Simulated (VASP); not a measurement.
# HfO2 (P1) in VASP: further runs, part 2 of 3

VASP 6.6.1. Earlier steps stand in the parts before.

**3. Single point, PBE**

INCAR

```
PREC     = Accurate       # precision mode
ENCUT    = 520            # plane-wave cutoff, eV
EDIFF    = 1E-6           # SCF threshold, eV
ISMEAR   = -1             # smearing method
SIGMA    = 0.0517         # smearing width, eV
LREAL    = Auto         
LASPH    = True           # aspherical terms in the spheres
NELM     = 80             # most SCF steps
ALGO     = Normal         # electronic algorithm
ISIF     = 2              # what is computed and relaxed
LWAVE    = False          # write WAVECAR
LCHARG   = False          # write CHGCAR
GGA      = PE             # functional
NBANDS   = 106            # bands
```

KPOINTS

```
Automatic mesh
0
Gamma
  2 2 2
  0.5 0.5 0.5
```

POSCAR

```
HfO2
1.0
   -5.1145472327      5.1145472327      0.0000000000
   -5.1145472327      0.0000000000      5.1145472327
    0.0000000000      5.1145472327      5.1145472327
Hf O
8 16
Direct
    0.9905558145      0.9995337353      0.5063174475
    0.5096632960      0.9998871390      0.4977617537
    1.0043763927      0.4880972619      0.5103703967
    1.0013439640      0.9896879958      0.0012968890
    0.5057164168      0.5154222613      0.4772878984
    0.5191484953      1.0001154095     -0.0028159873
    0.9962610116      0.5003508392      0.0026401164
    0.5040832321      0.5057785924     -0.0123759733
    0.9057226944      0.8610790554      0.3425129186
    0.4248545181      0.8464198888      0.3778094936
    0.8212586196      0.3509976384      0.3845431297
    0.9045838839      0.8579803452      0.8758196564
    0.4095404548      0.3804802090      0.3611723415
    0.3407901855      0.8509743487      0.8948132243
    0.9289752903      0.3282769566      0.9056463435
    0.4252844682      0.3621920799      0.8311370111
    0.6437194438      0.6434973323      0.0881838567
    0.1584272201      0.5495685878      0.1449707015
    0.6314659643      0.1232430695      0.1299797362
    0.6548454531      0.6071309656      0.6435316462
    0.1638030625      0.0983812402      0.1356805341
    0.1204755713      0.6302913735      0.6204903104
    0.6433966391      0.0200010862      0.6643359315
    0.1268807326      0.1516925086      0.5892763060
```

Potentials or basis: VASP PAW PBE potentials, release 64 (Hf_pv, O).

Started as:

```bash
$ cat potpaw_PBE.64/Hf_pv/POTCAR potpaw_PBE.64/O/POTCAR > POTCAR
$ mpirun -np 1 vasp_std > vasp.out
```

OUTCAR:

```text
PREC = Accurate
   ENCUT = 520
   EDIFF = 1E-6
   ISMEAR = -1
   LREAL = Auto
   LASPH = True
   NELM = 80
   ISIF = 2
   GGA = PE

 ion  position               nearest neighbor table
   1  0.991  1.000  0.506-  11 2.11  23 2.14  22 2.18  12 2.19  24 2.21  21 2.21   9 2.30  10 2.57
                             6 3.48   2 3.51   4 3.58   3 3.60   7 3.60   5 3.62   5 3.62   7 3.63
   2  0.510  1.000  0.498-  23 1.97  10 2.13  19 2.17  13 2.25  24 2.27  20 2.33   9 2.35  14 2.37
                             1 3.51   8 3.56   4 3.57   6 3.59   3 3.59   5 3.60   3 3.64   5 3.64
   3  0.004  0.488  0.510-  24 2.00  20 2.07  22 2.18  18 2.19   9 2.22  15 2.36  13 2.40  11 2.64
                             8 3.54   7 3.58   4 3.58   2 3.59   1 3.60   5 3.61   5 3.63   1 3.64
   4  0.001  0.990  0.001-  14 2.01   9 2.02  15 2.03  12 2.09  19 2.19  21 2.40  24 2.44  18 2.60
                             6 3.47   7 3.55   8 3.57   2 3.57   3 3.58   1 3.58   1 3.65   3 3.66
   5  0.506  0.515  0.477-  11 1.90  10 1.97  13 2.06  16 2.11  22 2.28  17 2.30  20 2.42   6 3.49
                             7 3.49   8 3.58   2 3.60   3 3.61   1 3.62   1 3.62   3 3.63   2 3.64
   6  0.519  0.000  0.997-  23 2.06  21 2.10  17 2.11  16 2.16  19 2.18  10 2.26  12 2.28  14 2.55
                             4 3.47   1 3.48   5 3.49   7 3.54   8 3.57   2 3.59   2 3.65   8 3.67
   7  0.996  0.500  0.003-  15 2.02  17 2.09  12 2.12  18 2.13  22 2.26  11 2.30  21 2.39  16 2.54
                             5 3.49   6 3.54   4 3.55   3 3.58   8 3.60   1 3.60   1 3.63   8 3.64
   8  0.504  0.506  0.988-  20 2.04  14 2.06  18 2.09  13 2.22  17 2.24  16 2.26  19 2.26  15 2.54
                             3 3.54   2 3.56   4 3.57   6 3.57   5 3.58   7 3.60   7 3.64   5 3.65
   9  0.906  0.861  0.343-   4 2.02   3 2.22   1 2.30   2 2.35
  10  0.425  0.846  0.378-   5 1.97   2 2.13   6 2.26   1 2.57
  11  0.821  0.351  0.385-   5 1.90   1 2.11   7 2.30   3 2.64
  12  0.905  0.858  0.876-   4 2.09   7 2.12   1 2.19   6 2.28
  13  0.410  0.380  0.361-   5 2.06   8 2.22   2 2.25   3 2.40
  14  0.341  0.851  0.895-   4 2.01   8 2.06   2 2.37   6 2.55
  15  0.929  0.328  0.906-   7 2.02   4 2.03   3 2.36   8 2.54
  16  0.425  0.362  0.831-   5 2.11   6 2.16   8 2.26   7 2.54
  17  0.644  0.643  0.088-   7 2.09   6 2.11   8 2.24   5 2.30
  18  0.158  0.550  0.145-   8 2.09   7 2.13   3 2.19   4 2.60
  19  0.631  0.123  0.130-   2 2.17   6 2.18   4 2.19   8 2.26
  20  0.655  0.607  0.644-   8 2.04   3 2.07   2 2.33   5 2.42
  21  0.164  0.098  0.136-   6 2.10   1 2.21   7 2.39   4 2.40
  22  0.120  0.630  0.620-   3 2.18   1 2.18   7 2.26   5 2.28
[... 210 lines left out ...]

 number of electron     176.0000003 magnetization

 Free energy of the ion-electron system (eV)
  ---------------------------------------------------
  ext. energy  EPLUGINS =         0.00000000
  ---------------------------------------------------
  free energy    TOTEN  =      -240.59868865 eV

  energy without entropy =     -240.59868865  energy(sigma->0) =     -240.59868865

 E-fermi :   4.8928     XC(G=0): -11.6821

 val. band max:        3.6359468531   @ k =   0.0000   0.5000  -0.2500
 cond. band min:       7.7976385018   @ k =   0.2500   0.2500   0.2500
 fundamental gap:      4.1616916487
 Fermi energy:         4.8927507378

 k-point     1 :       0.2500    0.2500    0.2500
  band No.  band energies     occupation
      1     -26.2840      2.00000
      2     -26.2443      2.00000
      3     -26.1921      2.00000
      4     -26.1557      2.00000
      5     -26.1068      2.00000
      6     -26.0844      2.00000
[... 1637 lines left out ...]
     99       9.2290      0.00000
    100       9.2819      0.00000
 [bands above 100 left out]

------------------------ aborting loop because EDIFF is reached ----------------------------------------

  FORCE on cell =-STRESS in cart. coord.  units (eV):
  Direction    XX          YY          ZZ          XY          YZ          ZX
  --------------------------------------------------------------------------------------
  -------------------------------------------------------------------------------------
  Total        4.5572872      7.0547148      1.9552836     -1.4084310     -3.1487352     -2.6118294
  in kB       27.2876041     42.2414157     11.7076238     -8.4332422    -18.8536369    -15.6388136
  external PRESSURE =      27.0788812 kB  Pullay stress =       0.0000000 kB

 VOLUME and BASIS-vectors are now :
 -----------------------------------------------------------------------------
  energy-cutoff  :      520.00
  volume of cell :      267.58
      direct lattice vectors                 reciprocal lattice vectors
    -5.114547233  5.114547233  0.000000000    -0.097760364  0.097760364 -0.097760364
    -5.114547233  0.000000000  5.114547233    -0.097760364 -0.097760364  0.097760364
     0.000000000  5.114547233  5.114547233     0.097760364  0.097760364  0.097760364

 POSITION                                       TOTAL-FORCE (eV/Angst)
 -----------------------------------------------------------------------------------
    -10.17841      7.65583      7.70175        -0.153923     -0.033783     -1.823462
     -7.72067      5.15252      7.65980         0.257205     -1.121925     -0.869068
     -2.51878      2.63270      5.10671        -2.093762      0.277065      0.850652
     -5.06868      0.01351      5.06844        -0.685394      0.824537      0.693358
     -5.22266      5.02762      5.07726         1.910144     -0.969893      1.840869
     -2.65580      7.75535      5.10073         0.922462     -0.254621      1.557985
[... 16 lines left out ...]
     -3.39298      6.68846      3.50007        -1.599512      0.523658      0.215397
     -1.42478      3.66282      3.78972         0.926517      0.396203     -1.249551
 -----------------------------------------------------------------------------------
    total drift:                                0.009138      0.000780      0.000371

  FREE ENERGIE OF THE ION-ELECTRON SYSTEM (eV)
  ---------------------------------------------------
  free  energy   TOTEN  =      -240.5986886468 eV

  energy  without entropy=     -240.5986886468  energy(sigma->0) =     -240.59868865
```

OSZICAR:

```text
N       E                     dE             d eps       ncg     rms          rms(c)
DAV:   1     0.121298954913E+04    0.12130E+04   -0.10020E+05  3392   0.167E+03
DAV:   2    -0.195923357544E+03   -0.14089E+04   -0.13554E+04  4160   0.436E+02
DAV:   3    -0.284614443256E+03   -0.88691E+02   -0.88165E+02  3968   0.988E+01
DAV:   4    -0.286213186106E+03   -0.15987E+01   -0.15942E+01  3976   0.142E+01
DAV:   5    -0.286249324252E+03   -0.36138E-01   -0.36089E-01  3920   0.187E+00    0.146E+02
DAV:   6    -0.241124543997E+03    0.45125E+02   -0.24200E+02  3864   0.449E+01    0.123E+02
DAV:   7    -0.240676143575E+03    0.44840E+00   -0.13560E+01  3968   0.130E+01    0.729E+01
DAV:   8    -0.240679223340E+03   -0.30798E-02   -0.12779E+00  3976   0.434E+00    0.151E+01
DAV:   9    -0.240599111331E+03    0.80112E-01   -0.30416E-01  3752   0.216E+00    0.547E+00
DAV:  10    -0.240599285382E+03   -0.17405E-03   -0.60796E-02  4032   0.833E-01    0.588E-01
DAV:  11    -0.240598181893E+03    0.11035E-02   -0.10197E-02  3896   0.400E-01    0.302E-01
DAV:  12    -0.240598578375E+03   -0.39648E-03   -0.17278E-03  3944   0.138E-01    0.148E-01
DAV:  13    -0.240598645487E+03   -0.67113E-04   -0.33680E-04  3864   0.670E-02    0.111E-01
DAV:  14    -0.240598680629E+03   -0.35142E-04   -0.52864E-05  3920   0.294E-02    0.198E-02
DAV:  15    -0.240598688704E+03   -0.80752E-05   -0.22589E-05  3776   0.160E-02    0.372E-02
DAV:  16    -0.240598688647E+03    0.57144E-07   -0.45587E-06  3232   0.978E-03
   1 F= -.24059869E+03 E0= -.24059869E+03  d E =-.472791E-10
```

stdout:

```text
POSCAR found type information on POSCAR HfO
 POSCAR found :  2 types and      24 ions
 scaLAPACK will be used
 LDA part: xc-table for (Slater+PW92), standard interpolation
 POSCAR, INCAR and KPOINTS ok, starting setup
 FFT: planning ... GRIDC
 FFT: planning ... GRID_SOFT
 FFT: planning ... GRID
 WAVECAR not read
 entering main loop
```

Run time: 16 min. Hardware: 1 thread of Intel Xeon Platinum 8488C (Sapphire Rapids), shared host; peak memory 0.56 GiB.

What came out:

```
Free energy            : -240.5987 eV
Pressure               : 2.7 GPa
Largest force          : 3.178 eV/Å
Band gap on the k mesh : 4.16 eV (least direct gap 4.21 eV)
```

Forces on the atoms (eV/Å):
```
Hf  -0.154 -0.034 -1.823
Hf   0.257 -1.122 -0.869
Hf  -2.094  0.277  0.851
Hf  -0.685  0.825  0.693
Hf   1.910 -0.970  1.841
Hf   0.922 -0.255  1.558
Hf  -0.149  0.748 -1.061
Hf   1.156  0.916  0.162
O    0.502 -0.084  0.575
O    0.090 -0.449  0.765
O   -1.725  2.049 -1.711
O   -1.275  0.423  0.915
O    0.831  1.264  0.242
O   -0.662 -0.723 -0.755
O    0.302 -2.316 -0.577
O    0.404 -0.191 -0.034
O    0.337 -0.386 -0.439
O    1.546 -0.759  0.417
O    0.319 -1.138 -0.330
O   -1.385  0.177 -0.498
O   -0.417  1.091  1.113
O    0.644 -0.263  0.001
O   -1.600  0.524  0.215
O    0.927  0.396 -1.250
```

Caveat: the atoms stand as in a frame of molecular dynamics; spin-orbit coupling is left out, which moves the levels of the heavy elements; a shifted mesh leaves out Γ, where band edges can lie; forces of over 1 eV/Å act on the atoms, so gaps and moduli don't describe the material at rest. A k mesh can miss the band edges.

(Part 2 of 3 ends here.)
